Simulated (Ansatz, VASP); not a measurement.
## SiNi: VASP beside Ansatz

File INCAR:

```
ALGO = Fast
EDIFF = 1E-7
ENCUT = 520
GGA = PS
ISIF = 2
ISMEAR = 0
LASPH = T
LCHARG = F
LREAL = Auto
LWAVE = F
NBANDS = 70
NELM = 80
PREC = Accurate
SIGMA = 0.15
```

The input KPOINTS:

```
k-points
0
Gamma
  8 12 4
```

File POSCAR:

```
SiNi
1.0
   -5.0878282958      0.0000000000      0.0000000000
    0.0000000000     -3.3577714519      0.0000000000
    0.0000000000      0.0000000000     12.0556604556
Si Ni
8 8
Direct
    0.6785723358      0.2500000000      0.7274764734
    0.6785723358      0.2500000000      0.2689507669
    0.8214276642      0.7500000000      0.0396879136
    0.8214276642      0.7500000000      0.4982136201
    0.1785723358      0.2500000000      0.8773634994
    0.1785723358      0.2500000000      0.4188377929
    0.3214276642      0.7500000000      0.1895749396
    0.3214276642      0.7500000000      0.6481006461
    0.9906992690      0.7500000000      0.7737100264
    0.9906992690      0.7500000000      0.3151843199
    0.5093007310      0.2500000000      0.0859214667
    0.5093007310      0.2500000000      0.5444471732
    0.4906992690      0.7500000000      0.8311299463
    0.4906992690      0.7500000000      0.3726042398
    0.0093007310      0.2500000000      0.1433413866
    0.0093007310      0.2500000000      0.6018670931
```

Input for Ansatz:

```yaml
crystal:
  lattice:
    - [-5.0878282958, 0.0, 0.0]
    - [0.0, -3.3577714519, 0.0]
    - [0.0, 0.0, 12.0556604556]
  atoms:
    - { symbol: Si, position: [0.6785723358, 0.25, 0.7274764734] }
    - { symbol: Si, position: [0.6785723358, 0.25, 0.2689507669] }
    - { symbol: Si, position: [0.8214276642, 0.75, 0.0396879136] }
    - { symbol: Si, position: [0.8214276642, 0.75, 0.4982136201] }
    - { symbol: Si, position: [0.1785723358, 0.25, 0.8773634994] }
    - { symbol: Si, position: [0.1785723358, 0.25, 0.4188377929] }
    - { symbol: Si, position: [0.3214276642, 0.75, 0.1895749396] }
    - { symbol: Si, position: [0.3214276642, 0.75, 0.6481006461] }
    - { symbol: Ni, position: [0.990699269, 0.75, 0.7737100264] }
    - { symbol: Ni, position: [0.990699269, 0.75, 0.3151843199] }
    - { symbol: Ni, position: [0.509300731, 0.25, 0.0859214667] }
    - { symbol: Ni, position: [0.509300731, 0.25, 0.5444471732] }
    - { symbol: Ni, position: [0.490699269, 0.75, 0.8311299463] }
    - { symbol: Ni, position: [0.490699269, 0.75, 0.3726042398] }
    - { symbol: Ni, position: [0.009300731, 0.25, 0.1433413866] }
    - { symbol: Ni, position: [0.009300731, 0.25, 0.6018670931] }
basis:
  ecutwfc: 420
kpoints:
  mp_grid: { grid: [8, 12, 4] }
hamiltonian:
  xc: pbesol
scf:
  occupations: { method: gaussian, width: 0.15 }
output:
  forces: true
  stress: true
  eigenvalues: true
```

Alike in both runs: task single point; functional PBEsol; k mesh 8 × 12 × 4; occupations gaussian, width 0.15 eV; no spin polarisation.

|  | VASP | Ansatz |
| --- | --- | --- |
| version | VASP 6.6.1 | Ansatz 0.2.0 |
| potentials or method | VASP PAW PBE potentials, release 64 (Si, Ni), cutoff 520 eV | scalar-relativistic, plane waves, PAW |
| valence electrons in the cell | 112 | 176 |

|  | VASP | Ansatz | Ansatz less VASP |
| --- | --- | --- | --- |
| gap on the k mesh at the Fermi level (eV) | none | none | - |
| pressure (GPa) | -4.8 | -5.1 | -0.24 |
| traceless stress, the component that is largest in VASP (GPa) | -3.44 | -3.49 | -0.043 |
| rms of the force components (eV/Å) | 0.257 | 0.257 | -0.0001 |

VASP's potentials were made for PBE, not for PBEsol. Atom by atom the forces differ by 0.008 eV/Å (rms over components). A gap of «none» marks a metal or a gap that the smearing closes. With one functional, cell and mesh, what is left measures potentials, basis and numerics. VASP's potentials hold 112 valence electrons a cell and Ansatz's 176, so a difference there can come from the potentials and not from the codes.
